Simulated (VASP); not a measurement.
Wanted: the native input for a VASP 6.6.1 run.

* Task: relaxation of cell and atoms
* Functional: r2SCAN
* Potentials or basis: VASP PAW PBE potentials, release 64 (Sn_d, O)
* Cutoff: 600 eV
* k mesh: 6 × 6 × 8
* Occupations: gaussian, width 0.02 eV
* Spin: no spin polarisation
* Target pressure: -1 GPa
* Dipole correction: no
* Further INCAR settings: ALGO = Normal; EDIFF = 1e-07; IBRION = 2; EDIFFG = -0.008; NSW = 70; ISIF = 3

SnO2:

```
Sn O
1.0
     4.77519    0.00000    0.00000
     0.00000    4.77519    0.00000
     0.00000    0.00000    3.21202
Sn O
2 4
Direct
  0.50000 0.50000 0.50000
  0.00000 0.00000 0.00000
  0.19406 0.80594 0.50000
  0.80594 0.19406 0.50000
  0.30594 0.30594 0.00000
  0.69406 0.69406 0.00000
```

These files were run (other wordings do the same):

POSCAR

```
SnO2
1.0
    4.7751880794      0.0000000000      0.0000000000
    0.0000000000      4.7751880794      0.0000000000
    0.0000000000      0.0000000000      3.2120239449
Sn O
2 4
Direct
    0.5000000000      0.5000000000      0.5000000000
    0.0000000000      0.0000000000      0.0000000000
    0.1940616415      0.8059383585      0.5000000000
    0.8059383585      0.1940616415      0.5000000000
    0.3059383585      0.3059383585      0.0000000000
    0.6940616415      0.6940616415      0.0000000000
```

INCAR.step1

```
ALGO = Normal
EDIFF = 1E-4
ENCUT = 600
GGA = PE
ISMEAR = 0
LASPH = T
LCHARG = F
LREAL = F
LWAVE = T
NELM = 80
PREC = Accurate
SIGMA = 0.02
```

INCAR.step2

```
ALGO = Normal
EDIFF = 1E-7
EDIFFG = -0.008
ENCUT = 600
IBRION = 2
ISIF = 3
ISMEAR = 0
ISTART = 1
LASPH = T
LCHARG = F
LMIXTAU = T
LREAL = F
LWAVE = F
METAGGA = R2SCAN
NELM = 80
NSW = 70
PREC = Accurate
PSTRESS = -10.0
SIGMA = 0.02
```

KPOINTS

```
k-points
0
Gamma
  6 6 8
```

Potentials or basis: VASP PAW PBE potentials, release 64 (Sn_d, O).

The run is started by

```console
$ cat potpaw_PBE.64/Sn_d/POTCAR potpaw_PBE.64/O/POTCAR > POTCAR
$ cp INCAR.step1 INCAR
$ mpirun -np 1 vasp_std > vasp.out
$ cp INCAR.step2 INCAR
$ mpirun -np 1 vasp_std > vasp.out
```

Results of the run:

```
Relaxed volume                                             : 12.20 Å³/atom
Relaxed cell                                               : a = 4.774 Å, b = 4.774 Å, c = 3.211 Å, α = 90.00°, β = 90.00°, γ = 90.00°
Space group after relaxing (to 0.1 Å)                      : P4_2/mnm (No. 136)
Energy change on relaxing (the run minimises the enthalpy) : -0.1 meV/atom
Ionic steps                                                : 3
Pressure after relaxing                                    : -1.0 GPa
Band gap on the k mesh                                     : 1.69 eV
```

Caveat: the cell is relaxed towards a set pressure, so the run minimises the enthalpy, not the energy; the PAW data sets were made with another functional, which shifts forces and pressure a little; spin-orbit coupling is left out, which moves the levels of the heavy elements.

Run time: 22 min on 1 thread of Oxide Virtual Turin-like Processor, with other jobs on the host, peak memory 0.26 GiB.
